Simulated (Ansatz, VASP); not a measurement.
**Two plane-wave programs on N**

```xyz
1
Lattice="11.0000 0.0000 0.0000 0.0000 11.5000 0.0000 0.0000 0.0000 12.0000" Properties=species:S:1:pos:R:3 pbc="T T T"
N     5.5000    5.7500    6.0000
```

Alike in both runs: task single point; functional PBE; k mesh 1 × 1 × 1; occupations gaussian, width 0.005 eV; collinear spin.

|  | VASP | Ansatz |
| --- | --- | --- |
| version | VASP 6.6.1 | Ansatz 0.2.0 |
| potentials or method | VASP PAW PBE potentials, release 64 (N), cutoff 520 eV | scalar-relativistic, plane waves, PAW |
| valence electrons in the cell | 5 | 5 |

|  | VASP | Ansatz | Ansatz less VASP |
| --- | --- | --- | --- |
| gap on the k mesh at the Fermi level (eV) | 4.17 | 4.17 | +0.001 |
| net moment per atom (μB) | 3.00 | 3.00 | 0.000 |
| size of the moment on the site where the two differ most (μB) | 1.95 | 3.00 | +1.054 |

Site moments also hang on the region over which each program counts them.
